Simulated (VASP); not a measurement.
# WAu (F-43m) in VASP: further runs, part 2 of 2

VASP 6.6.1. The steps go on from the part before.

### 3 Single point, RPBE+D4

This run uses another cell than the first one, of 23.76 Å³/atom, 1.016 times its volume.

Input file INCAR:

```
SYSTEM = WAu
ALGO = Normal ; EDIFF = 1E-6
ENCUT = 520 ; GGA = RP
ISIF = 2 ; ISMEAR = -1
IVDW = 13 ; LASPH = .TRUE.
LCHARG = .FALSE. ; LREAL = .FALSE.
LWAVE = .FALSE. ; NBANDS = 20
NELM = 100 ; PREC = Accurate
SIGMA = 0.05
```

Input file KPOINTS:

```
k-points
0
G
  8 8 8
  0 0 0
```

Input file POSCAR:

```
WAu
1.0
    0.0000000000      2.8748303241      2.8748303241
    2.8748303241      0.0000000000      2.8748303241
    2.8748303241      2.8748303241      0.0000000000
W Au
1 1
Direct
    0.0000000000      0.0000000000      0.0000000000
    0.7500000000      0.7500000000      0.7500000000
```

Potentials or basis: VASP PAW PBE potentials, release 64 (W_sv, Au).

On the command line:

```bash
cat potpaw_PBE.64/W_sv/POTCAR potpaw_PBE.64/Au/POTCAR > POTCAR
mpirun -np 1 vasp_std > vasp.out
```

OUTCAR:

```text
SYSTEM = WAu
   EDIFF = 1E-6
   ENCUT = 520
   GGA = RP
   ISIF = 2
   ISMEAR = -1
   IVDW = 13
   LASPH = .TRUE.
   LREAL = .FALSE.
   NELM = 100
   PREC = Accurate

 ion  position               nearest neighbor table
   1  0.000  0.000  0.000-   2 2.49   2 2.49   2 2.49   2 2.49
   2  0.750  0.750  0.750-   1 2.49   1 2.49   1 2.49   1 2.49

  LATTYP: Found a face centered cubic cell.
 ALAT       =     5.7496606482

  Lattice vectors:

 A1 = (   0.0000000000,   2.8748303241,   2.8748303241)
 A2 = (   2.8748303241,   0.0000000000,   2.8748303241)
 A3 = (   2.8748303241,   2.8748303241,   0.0000000000)

[... 735 lines left out ...]

  DFT-D4 for vdW energy calculation

  Edisp (eV):   -2.01784

  FORCE on cell =-STRESS in cart. coord.  units (eV):
  Direction    XX          YY          ZZ          XY          YZ          ZX
  --------------------------------------------------------------------------------------
  -------------------------------------------------------------------------------------
  Total       0.01355     0.01355     0.01355     0.00000     0.00000     0.00000
  in kB       0.45700     0.45700     0.45700     0.00000     0.00000     0.00000
  external pressure =        0.46 kB  Pullay stress =        0.00 kB

 VOLUME and BASIS-vectors are now :
 -----------------------------------------------------------------------------
  energy-cutoff  :      520.00
  volume of cell :       47.52
      direct lattice vectors                 reciprocal lattice vectors
     0.000000000  2.874830324  2.874830324    -0.173923308  0.173923308  0.173923308
     2.874830324  0.000000000  2.874830324     0.173923308 -0.173923308  0.173923308
     2.874830324  2.874830324  0.000000000     0.173923308  0.173923308 -0.173923308

 POSITION                                       TOTAL-FORCE (eV/Angst)
 -----------------------------------------------------------------------------------
      0.00000      0.00000      0.00000         0.000000      0.000000      0.000000
      4.31225      4.31225      4.31225        -0.000000     -0.000000     -0.000000
 -----------------------------------------------------------------------------------
    total drift:                                0.000001      0.000001      0.000001

  FREE ENERGIE OF THE ION-ELECTRON SYSTEM (eV)
  ---------------------------------------------------
  free  energy   TOTEN  =       -13.2062085288 eV

  energy  without entropy=      -13.1875847676  energy(sigma->0) =      -13.19689665
```

OSZICAR:

```text
N       E                     dE             d eps       ncg     rms          rms(c)
DAV:   1     0.191285249877E+03    0.19129E+03   -0.12660E+04  1160   0.125E+03
DAV:   2    -0.694125846323E+01   -0.19823E+03   -0.19226E+03  1288   0.340E+02
DAV:   3    -0.123061107909E+02   -0.53649E+01   -0.52982E+01  1332   0.556E+01
DAV:   4    -0.123607629680E+02   -0.54652E-01   -0.54621E-01  1276   0.587E+00
DAV:   5    -0.123617691824E+02   -0.10062E-02   -0.10062E-02  1296   0.797E-01    0.150E+01
DAV:   6    -0.113457314563E+02    0.10160E+01   -0.26513E+00  1256   0.134E+01    0.667E+00
DAV:   7    -0.112291385198E+02    0.11659E+00   -0.62851E-01  1264   0.590E+00    0.208E+00
DAV:   8    -0.111924894199E+02    0.36649E-01   -0.88461E-02  1196   0.260E+00    0.119E+00
DAV:   9    -0.111883958702E+02    0.40935E-02   -0.86800E-03  1204   0.775E-01    0.820E-02
DAV:  10    -0.111883444754E+02    0.51395E-04   -0.39278E-04  1268   0.177E-01    0.499E-02
DAV:  11    -0.111883714830E+02   -0.27008E-04   -0.40469E-05  1276   0.467E-02    0.748E-03
DAV:  12    -0.111883713692E+02    0.11379E-06   -0.39845E-07   836   0.542E-03
   1 F= -.13206209E+02 E0= -.13196897E+02  d E =-.186238E-01
```

It took 30 s on 1 thread of Intel Xeon Platinum 8259CL at 2.50GHz (Skylake/Cascade Lake), shared host; peak memory 0.18 GiB.

Results:

```
Free energy                : -13.2062 eV
Pressure                   : 0.0 GPa
Dispersion energy per atom : -1.009 eV
```

Caveat: the PAW data sets were made with another functional, which shifts forces and pressure a little; spin-orbit coupling is left out, which moves the levels of the heavy elements; pairwise dispersion overbinds metals, which lowers pressure and volume.

### 4 Single point, PBE+D3(BJ)

This run uses another cell than the first one, of 23.94 Å³/atom, 1.024 times its volume.

Input file INCAR:

```
SYSTEM = WAu
PREC     = Accurate       ! precision mode
ENCUT    = 520            ! plane-wave cutoff, eV
EDIFF    = 1E-6           ! SCF threshold, eV
ISMEAR   = -1             ! smearing method
SIGMA    = 0.05           ! smearing width, eV
LREAL    = .False.        ! projectors in reciprocal space
LASPH    = .True.         ! aspherical terms in the spheres
NELM     = 60             ! most SCF steps
ALGO     = Normal         ! electronic algorithm
ISIF     = 2              ! what is computed and relaxed
LWAVE    = .False.        ! write WAVECAR
LCHARG   = .False.        ! write CHGCAR
GGA      = PE             ! functional
IVDW     = 12             ! dispersion correction
NBANDS   = 20             ! bands
```

Input file KPOINTS:

```
regular mesh
0
Gamma
  8 8 8
  0 0 0
```

Input file POSCAR:

```
WAu
1.0
    0.0000000000      2.8819432489      2.8819432489
    2.8819432489      0.0000000000      2.8819432489
    2.8819432489      2.8819432489      0.0000000000
W Au
1 1
Direct
    0.0000000000      0.0000000000      0.0000000000
    0.7500000000      0.7500000000      0.7500000000
```

On the command line:

```bash
cat potpaw_PBE.64/W_sv/POTCAR potpaw_PBE.64/Au/POTCAR > POTCAR
mpirun -np 1 vasp_std > vasp.out
```

It took 27 s on 1 thread of Intel Xeon Platinum 8259CL at 2.50GHz (Skylake/Cascade Lake), shared host; peak memory 0.19 GiB.

Results (log left out):

- Free energy: -13.4100 eV
- Pressure: 0.1 GPa
- Dispersion energy per atom: -0.551 eV

Levels at points of the mesh, in eV from the Fermi level:
```csv
k point,band 9,band 10,band 11,band 12,band 13,band 14,band 15,band 16,band 17,band 18
"(0.00, 0.00, 0.00)",-5.74,-5.74,-0.75,-0.75,-0.75,1.61,1.61,8.50,11.20,11.24
"(0.50, 0.00, 0.00)",-5.66,-5.07,-1.89,-0.25,-0.25,1.42,1.42,2.08,7.95,7.95
"(0.50, 0.50, 0.00)",-5.12,-4.04,-2.82,0.38,1.28,1.53,1.53,2.85,3.43,3.43
```

Caveat: spin-orbit coupling is left out, which moves the levels of the heavy elements; pairwise dispersion overbinds metals, which lowers pressure and volume.

### 5 Single point, PBE+D4

This run uses another cell than the first one, of 23.96 Å³/atom, 1.025 times its volume.

Input file INCAR:

```
PREC = Accurate ; ENCUT = 520
EDIFF = 1E-6 ; ISMEAR = -1
SIGMA = 0.05 ; LREAL = F
LASPH = T ; NELM = 100
ALGO = Fast ; ISIF = 2
LWAVE = F ; LCHARG = F
GGA = PE ; IVDW = 13
NBANDS = 20
```

Input file KPOINTS:

```
regular mesh
0
Gamma
  8 8 8
```

Input file POSCAR:

```
WAu
1.0
    0.0000000000      2.8828072834      2.8828072834
    2.8828072834      0.0000000000      2.8828072834
    2.8828072834      2.8828072834      0.0000000000
W Au
1 1
Direct
    0.0000000000      0.0000000000      0.0000000000
    0.7500000000      0.7500000000      0.7500000000
```

On the command line:

```bash
cat potpaw_PBE.64/W_sv/POTCAR potpaw_PBE.64/Au/POTCAR > POTCAR
mpirun -np 1 vasp_std > vasp.out
```

Wall time 36 s (1 thread of Intel Xeon Platinum 8259CL at 2.50GHz (Skylake/Cascade Lake), shared host); peak memory 0.18 GiB.

The run converged. Its results:

* Free energy: -13.4479 eV
* Pressure: 0.1 GPa
* Dispersion energy per atom: -0.569 eV

Levels at points of the mesh, in eV from the Fermi level:
```csv
k point,band 10,band 11,band 12,band 13,band 14,band 15,band 16,band 17
"(0.00, 0.00, 0.00)",-5.73,-0.75,-0.75,-0.75,1.61,1.61,8.49,11.20
"(0.50, 0.00, 0.00)",-5.06,-1.89,-0.25,-0.25,1.42,1.42,2.07,7.94
"(0.50, 0.50, 0.00)",-4.04,-2.82,0.38,1.28,1.53,1.53,2.84,3.43
```

Caveat: spin-orbit coupling is left out, which moves the levels of the heavy elements; pairwise dispersion overbinds metals, which lowers pressure and volume.

### 6 Summary

```csv
level,cell,gap on the mesh (eV),pressure (GPa)
PBEsol+D4,"a = 4.044 Å, angles 60.0°, 2 atoms",none,0.1
RPBE+D4,"a = 4.066 Å, angles 60.0°, 2 atoms",none,0.0
PBE+D3(BJ),"a = 4.076 Å, angles 60.0°, 2 atoms",none,0.1
PBE+D4,"a = 4.077 Å, angles 60.0°, 2 atoms",none,0.1
```

Alike in all rows: task single point; potentials or basis VASP PAW PBE potentials, release 64 (W_sv, Au); no spin polarisation; k mesh 8 × 8 × 8; cutoff (eV) 520; smearing fermi-dirac 0.05 eV.

Caveats: spin-orbit coupling is left out, which moves the levels of the heavy elements; pairwise dispersion overbinds metals, which lowers pressure and volume; the PAW data sets were made with another functional, which shifts forces and pressure a little (some runs).

Absolute energies hang on the potentials; compare differences alone.
